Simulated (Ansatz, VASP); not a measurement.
Two plane-wave programs on Sb

```xyz
1
Lattice="-1.7228 1.7228 2.6209 1.7228 -1.7228 2.6209 1.7228 1.7228 -2.6209" Properties=species:S:1:pos:R:3 pbc="T T T"
Sb    0.0000    0.0000    0.0000
```

Alike in both runs: task single point; functional r2SCAN; k mesh 8 × 8 × 8; occupations gaussian, width 0.1 eV; no spin polarisation.

|  | VASP | Ansatz |
| --- | --- | --- |
| version | VASP 6.6.1 | Ansatz 0.2.0 |
| potentials or method | VASP PAW PBE potentials, release 64 (Sb), cutoff 520 eV | scalar-relativistic, plane waves, PAW |
| valence electrons in the cell | 5 | 15 |

```csv
,VASP,Ansatz,Ansatz less VASP
gap on the k mesh at the Fermi level (eV),none,none,-
pressure (GPa),-6.3,-6.2,+0.10
"traceless stress, the component that is largest in VASP (GPa)",0.54,0.55,+0.006
```

VASP's potentials were made for PBE, not for r2SCAN. A gap of «none» marks a metal or a gap that the smearing closes. VASP's potentials hold 5 valence electrons a cell and Ansatz's 15, so a difference there can come from the potentials and not from the codes.

Spin-orbit coupling is off throughout.
